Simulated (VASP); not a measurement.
# Cs2BiAuF6 (Fm-3m) in VASP: further runs

Cs2BiAuF6 is run at these levels: PBE; tasks: single point.

Program: VASP 6.6.1. These are calculated values, not measurements. Logs are shortened: lines on timing, memory, paths and dates and some standing lists are left out, and cuts for length are marked.

**1. The cell of the first run**

Symmetry: Fm-3m, No. 225, cubic system. Conventional cell: a = 9.594 Å, b = 9.594 Å, c = 9.594 Å, α = 90.00°, β = 90.00°, γ = 90.00°. Cs (site symmetry -43m) has 12 F at 3.39 Å and 4 Bi at 4.15 Å and 4 Au at 4.15 Å within 4.5 Å. Within 3.0 Å of Bi (site symmetry m-3m) lie 6 F at 2.28 Å. Within 3.3 Å of Au (site symmetry m-3m) lie 6 F at 2.52 Å. Within 3.0 Å of F (site symmetry 4mm) lie 1 Bi at 2.28 Å and 1 Au at 2.52 Å.

**2. Single point, PBE**

INCAR

```
  ALGO = Normal
  EDIFF = 1E-6
  ENCUT = 520
  GGA = PE
  ISIF = 2
  ISMEAR = -1
  LASPH = True
  LCHARG = False
  LREAL = False
  LWAVE = False
  NBANDS = 54
  NELM = 60
  PREC = Accurate
  SIGMA = 0.15
```

KPOINTS

```
k-points
0
Gamma
  4 4 4
```

POSCAR

```
Cs2BiAuF6
1.0
    0.0000000000      4.7967940000      4.7967940000
    4.7967940000      0.0000000000      4.7967940000
    4.7967940000      4.7967940000      0.0000000000
Cs Bi Au F
2 1 1 6
Direct
    0.7500000000      0.7500000000      0.7500000000
    0.2500000000      0.2500000000      0.2500000000
    0.0000000000      0.0000000000      0.0000000000
    0.5000000000      0.5000000000      0.5000000000
    0.7626360000      0.2373640000      0.2373640000
    0.2373640000      0.2373640000      0.7626360000
    0.2373640000      0.7626360000      0.7626360000
    0.2373640000      0.7626360000      0.2373640000
    0.7626360000      0.2373640000      0.7626360000
    0.7626360000      0.7626360000      0.2373640000
```

Potentials or basis: VASP PAW PBE potentials, release 64 (Cs_sv, Bi_d, Au, F).

Command:

```
> cat potpaw_PBE.64/Cs_sv/POTCAR potpaw_PBE.64/Bi_d/POTCAR potpaw_PBE.64/Au/POTCAR potpaw_PBE.64/F/POTCAR > POTCAR
> mpirun -np 1 vasp_std > vasp.out
```

OUTCAR:

```text
EDIFF = 1E-6
   ENCUT = 520
   GGA = PE
   ISIF = 2
   ISMEAR = -1
   LASPH = True
   LREAL = False
   NELM = 60
   PREC = Accurate

 ion  position               nearest neighbor table
   1  0.750  0.750  0.750-
   2  0.250  0.250  0.250-
   3  0.000  0.000  0.000-   5 2.28   6 2.28   7 2.28   8 2.28   9 2.28  10 2.28
   4  0.500  0.500  0.500-   5 2.52   6 2.52   7 2.52   8 2.52   9 2.52  10 2.52
   5  0.763  0.237  0.237-   3 2.28   4 2.52
   6  0.237  0.237  0.763-   3 2.28   4 2.52
   7  0.237  0.763  0.763-   3 2.28   4 2.52
   8  0.237  0.763  0.237-   3 2.28   4 2.52
   9  0.763  0.237  0.763-   3 2.28   4 2.52
  10  0.763  0.763  0.237-   3 2.28   4 2.52

  LATTYP: Found a face centered cubic cell.
 ALAT       =     9.5935880000

  Lattice vectors:

 A1 = (   0.0000000000,   4.7967940000,   4.7967940000)
 A2 = (   4.7967940000,   0.0000000000,   4.7967940000)
 A3 = (   4.7967940000,   4.7967940000,   0.0000000000)

Analysis of symmetry for initial positions (statically):
=====================================================================
 Subroutine PRICEL returns:
 Original cell was already a primitive cell.

 Routine SETGRP: Setting up the symmetry group for a
 face centered cubic supercell.

 Subroutine GETGRP returns: Found 48 space group operations
 (whereof 48 operations were pure point group operations)
 out of a pool of 48 trial point group operations.

The static configuration has the point symmetry O_h .

Analysis of symmetry for dynamics (positions and initial velocities):
=====================================================================
 Subroutine PRICEL returns:
 Original cell was already a primitive cell.

 Routine SETGRP: Setting up the symmetry group for a
 face centered cubic supercell.

 Subroutine GETGRP returns: Found 48 space group operations
 (whereof 48 operations were pure point group operations)
 out of a pool of 48 trial point group operations.

The dynamic configuration has the point symmetry O_h .

 Subroutine INISYM returns: Found 48 space group operations
 (whereof 48 operations are pure point group operations),
 and found     1 'primitive' translations

----------------------------------------------------------------------------------------

                                     Primitive cell

  volume of cell :     220.7411

  direct lattice vectors                    reciprocal lattice vectors
     0.000000000  4.796794000  4.796794000    -0.104236288  0.104236288  0.104236288
     4.796794000  0.000000000  4.796794000     0.104236288 -0.104236288  0.104236288
     4.796794000  4.796794000  0.000000000     0.104236288  0.104236288 -0.104236288

  length of vectors
     6.783691131  6.783691131  6.783691131     0.180542546  0.180542546  0.180542546

  position of ions in fractional coordinates (direct lattice)
     0.750000000  0.750000000  0.750000000
     0.250000000  0.250000000  0.250000000
     0.000000000  0.000000000  0.000000000
     0.500000000  0.500000000  0.500000000
     0.762636000  0.237364000  0.237364000
     0.237364000  0.237364000  0.762636000
     0.237364000  0.762636000  0.762636000
     0.237364000  0.762636000  0.237364000
     0.762636000  0.237364000  0.762636000
     0.762636000  0.762636000  0.237364000

  ion indices of the primitive-cell ions
   primitive index   ion index
                 1           1
                 2           2
                 3           3
                 4           4
                 5           5
                 6           6
                 7           7
                 8           8
                 9           9
                10          10

----------------------------------------------------------------------------------------

 KPOINTS: k-points

Automatic generation of k-mesh.
 Grid dimensions read from file:
 generate k-points for:    4    4    4

 Generating k-lattice:

  Cartesian coordinates                     Fractional coordinates (reciprocal lattice)
    -0.026059072  0.026059072  0.026059072     0.250000000  0.000000000  0.000000000
     0.026059072 -0.026059072  0.026059072     0.000000000  0.250000000  0.000000000
     0.026059072  0.026059072 -0.026059072     0.000000000  0.000000000  0.250000000

  Length of vectors
     0.045135637  0.045135637  0.045135637

  Shift w.r.t. Gamma in fractional coordinates (k-lattice)
     0.000000000  0.000000000  0.000000000

 Subroutine IBZKPT returns following result:
 ===========================================

 Found      8 irreducible k-points:

 Following reciprocal coordinates:
            Coordinates               Weight
  0.000000  0.000000  0.000000      1.000000
  0.250000  0.000000  0.000000      8.000000
  0.500000  0.000000  0.000000      4.000000
  0.250000  0.250000  0.000000      6.000000
  0.500000  0.250000  0.000000     24.000000
 -0.250000  0.250000  0.000000     12.000000
  0.500000  0.500000  0.000000      3.000000
 -0.250000  0.500000  0.250000      6.000000
   k-points           NKPTS =      8   k-points in BZ     NKDIM =      8   number of bands    NBANDS=     54
   number of dos      NEDOS =    301   number of ions     NIONS =     10
   total plane-waves  NPLWV = 125000
   dimension x,y,z NGX =    50 NGY =   50 NGZ =   50
   dimension x,y,z NGXF=   100 NGYF=  100 NGZF=  100
   ions per type =               2   1   1   6
   NGX,Y,Z   is equivalent  to a cutoff of  12.25, 12.25, 12.25 a.u.
   NGXF,Y,Z  is equivalent  to a cutoff of  24.51, 24.51, 24.51 a.u.
 SYSTEM =  unknown system
   PREC   = accura    normal or accurate (medium, high low for compatibility)
   ISTART =      0    job   : 0-new  1-cont  2-samecut
   ICHARG =      2    charge: 1-file 2-atom 10-const
   ISPIN  =      1    spin polarized calculation?
   LNONCOLLINEAR =      F non collinear calculations
   LSORBIT =      F    spin-orbit coupling
   LASPH  =      T    aspherical Exc in radial PAW
   ENCUT  =  520.0 eV  38.22 Ry    6.18 a.u.  12.61 12.61 12.61*2*pi/ulx,y,z
   NELM   =     60;   NELMIN=  2; NELMDL= -5     # of ELM steps
   EDIFF  = 0.1E-05   stopping-criterion for ELM
   LREAL  =      F    real-space projection
   EDIFFG = 0.1E-04   stopping-criterion for IOM
   NSW    =      0    number of steps for IOM
   IBRION =     -1    ionic relax: 0-MD 1-quasi-New 2-CG
   NFREE  =      0    steps in history (QN), initial steepest desc. (CG)
   ISIF   =      2    stress and relaxation
   ISYM   =      2    0-nonsym 1-usesym 2-fastsym
   POTIM  = 0.5000    time-step for ionic-motion
   TEBEG  =    0.0;   TEEND  =   0.0 temperature during run
   PSTRESS=    0.0 pullay stress
   NELECT =      86.0000    total number of electrons
   NUPDOWN=      -1.0000    fix difference up-down
   EMIN   =  10.00;   EMAX   =-10.00  energy-range for DOS
   EFERMI =   0.00;   METHOD = LEGACY
   ISMEAR =    -1;   SIGMA  =   0.15  broadening in eV -4-tet -1-fermi 0-gaus
   EFERMI_NEDOS =   21; number of points for ismear=-14 and -15
   IALGO  =     38    algorithm
   IMIX   =      4    mixing-type and parameters
     AMIX     =   0.40;   BMIX     =  1.00
     AMIX_MAG =   1.60;   BMIX_MAG =  1.00
  volume/ion in A,a.u.               =      22.07       148.96
  Fermi-wavevector in a.u.,A,eV,Ry     =   1.195675  2.259499 19.451424  1.429639
  Thomas-Fermi vector in A             =   2.331635
   LORBIT       =      0    0 simple, 1 ext, 2 COOP (PROOUT), +10 PAW based schemes
   GGA     = PE    functional components
   LHFCALC =     F    Hartree Fock is set to
   AEXX    =    0.0000 exact exchange contribution
   IVDW    =     0    specifies the selected vdW correction
   LEPSILON=     F    determine dielectric tensor
   LRPA    =     F    only Hartree local field effects (RPA)
 non-spin polarized calculation
  energy-cutoff  :      520.00
  volume of cell :      220.74
 maximum number of plane-waves:      5962
   NGX = 25   NGY = 25   NGZ = 25

 number of electron      85.9999989 magnetization

 Free energy of the ion-electron system (eV)
  ---------------------------------------------------
  ext. energy  EPLUGINS =         0.00000000
  ---------------------------------------------------
  free energy    TOTEN  =       -40.93944329 eV

  energy without entropy =      -40.92945367  energy(sigma->0) =      -40.93444848

 E-fermi :   2.2753     XC(G=0):  -8.6593

 val. band max:        1.6482921934   @ k =   0.5000   0.5000   0.0000
 cond. band min:       2.8384744492   @ k =   0.5000   0.0000   0.0000
 fundamental gap:      1.1901822558
 Fermi energy:         2.2753353605

 k-point     1 :       0.0000    0.0000    0.0000
  band No.  band energies     occupation
      1     -21.9346      2.00000
      2     -21.9346      2.00000
      3     -21.3116      2.00000
      4     -21.3116      2.00000
      5     -21.3116      2.00000
      6     -21.0793      2.00000
[... 46 lines left out ...]
     53       8.6203      0.00000
     54       8.9523      0.00000

 k-point     2 :       0.2500    0.0000    0.0000
  band No.  band energies     occupation
      1     -21.9354      2.00000
      2     -21.9354      2.00000
      3     -21.3117      2.00000
      4     -21.3116      2.00000
      5     -21.3116      2.00000
      6     -21.0556      2.00000
[... 46 lines left out ...]
     53       8.5414      0.00000
     54       9.2318      0.00000
[... 283 lines left out ...]
     53       8.2628      0.00000
     54       8.9107      0.00000

 k-point     8 :      -0.2500    0.5000    0.2500
  band No.  band energies     occupation
      1     -21.9419      2.00000
      2     -21.9355      2.00000
      3     -21.3117      2.00000
      4     -21.3117      2.00000
      5     -21.3115      2.00000
      6     -21.0155      2.00000
[... 46 lines left out ...]
     53       8.9925      0.00000
     54       8.9970      0.00000

------------------------ aborting loop because EDIFF is reached ----------------------------------------

  FORCE on cell =-STRESS in cart. coord.  units (eV):
  Direction    XX          YY          ZZ          XY          YZ          ZX
  --------------------------------------------------------------------------------------
  -------------------------------------------------------------------------------------
  Total       -0.0041260     -0.0041260     -0.0041260      0.0000000      0.0000000      0.0000000
  in kB       -0.0299476     -0.0299476     -0.0299476      0.0000000      0.0000000      0.0000000
  external PRESSURE =      -0.0299476 kB  Pullay stress =       0.0000000 kB

 VOLUME and BASIS-vectors are now :
 -----------------------------------------------------------------------------
  energy-cutoff  :      520.00
  volume of cell :      220.74
      direct lattice vectors                 reciprocal lattice vectors
     0.000000000  4.796794000  4.796794000    -0.104236288  0.104236288  0.104236288
     4.796794000  0.000000000  4.796794000     0.104236288 -0.104236288  0.104236288
     4.796794000  4.796794000  0.000000000     0.104236288  0.104236288 -0.104236288

 POSITION                                       TOTAL-FORCE (eV/Angst)
 -----------------------------------------------------------------------------------
      7.19519      7.19519      7.19519         0.000000      0.000000      0.000000
      2.39840      2.39840      2.39840         0.000000      0.000000      0.000000
      0.00000      0.00000      0.00000        -0.000000     -0.000000      0.000000
      4.79679      4.79679      4.79679        -0.000000      0.000000      0.000000
      2.27717      4.79679      4.79679         0.009151      0.000000      0.000000
      4.79679      4.79679      2.27717        -0.000000      0.000000      0.009151
      7.31642      4.79679      4.79679        -0.009151      0.000000      0.000000
      4.79679      2.27717      4.79679        -0.000000      0.009151      0.000000
      4.79679      7.31642      4.79679        -0.000000     -0.009151      0.000000
      4.79679      4.79679      7.31642        -0.000000      0.000000     -0.009151
 -----------------------------------------------------------------------------------
    total drift:                                0.000000      0.000000      0.000000

  FREE ENERGIE OF THE ION-ELECTRON SYSTEM (eV)
  ---------------------------------------------------
  free  energy   TOTEN  =       -40.9394432851 eV

  energy  without entropy=      -40.9294536656  energy(sigma->0) =      -40.93444848
```

Run time: 95 s. Hardware: 1 thread of Intel Xeon Platinum 8375C at 2.90GHz (Ice Lake), shared host; peak memory 0.4 GiB.

Results:

```yaml
Free_energy: -40.9394 eV
Pressure: 0.0 GPa
Largest_force: 0.009 eV/Å
Band_gap_on_the_k_mesh: 1.19 eV, indirect (least direct gap 1.89 eV)
```

Forces on the atoms (eV/Å):
```
Cs   0.000  0.000  0.000
Cs   0.000  0.000  0.000
Bi   0.000  0.000  0.000
Au   0.000  0.000  0.000
F    0.009  0.000  0.000
F    0.000  0.000  0.009
F   -0.009  0.000  0.000
F    0.000  0.009  0.000
F    0.000 -0.009  0.000
F    0.000  0.000 -0.009
```

Caveat: spin-orbit coupling is left out, which moves the levels of the heavy elements. A k mesh can miss the band edges.

**3. Single point, PBE**

INCAR

```
SYSTEM = Cs2BiAuF6
ALGO = Normal ; EDIFF = 1E-6
ENCUT = 520 ; GGA = PE
ISIF = 2 ; ISMEAR = -1
LASPH = .True. ; LCHARG = .False.
LREAL = .False. ; LWAVE = .False.
NBANDS = 54 ; NELM = 100
PREC = Accurate ; SIGMA = 0.15
```

KPOINTS

```
k-points
0
Gamma
  4 4 4
  0 0 0
```

POSCAR is that of step 2.

Potentials or basis: VASP PAW PBE potentials, release 64 (Cs_sv, Bi_d, Au, F).

Command:

```
> cat potpaw_PBE.64/Cs_sv/POTCAR potpaw_PBE.64/Bi_d/POTCAR potpaw_PBE.64/Au/POTCAR potpaw_PBE.64/F/POTCAR > POTCAR
> mpirun -np 1 vasp_std > vasp.out
```

Wall time 99 s (1 thread of Intel Xeon Platinum 8375C at 2.90GHz (Ice Lake), shared host); peak memory 0.4 GiB.

The run converged. Its results:

```yaml
Free_energy: -40.9394 eV
Pressure: 0.0 GPa
Largest_force: 0.009 eV/Å
Band_gap_on_the_k_mesh: 1.19 eV, indirect (least direct gap 1.89 eV)
```

Forces on the atoms (eV/Å):
```
Cs   0.000  0.000  0.000
Cs   0.000  0.000  0.000
Bi   0.000  0.000  0.000
Au   0.000  0.000  0.000
F    0.009  0.000  0.000
F    0.000  0.000  0.009
F   -0.009  0.000  0.000
F    0.000  0.009  0.000
F    0.000 -0.009  0.000
F    0.000  0.000 -0.009
```

Levels at points of the mesh, in eV from the valence-band top:
```
           k point  band 41  band 42  band 43  band 44  band 45  band 46
(0.00, 0.00, 0.00)    -1.34    -0.47    -0.47     2.29     3.21     3.21
(0.50, 0.00, 0.00)    -1.31    -0.76    -0.76     1.19     4.10     4.10
(0.50, 0.50, 0.00)    -1.27    -0.47     0.00     2.09     3.51     3.95
```

Caveat: spin-orbit coupling is left out, which moves the levels of the heavy elements. A k mesh can miss the band edges.
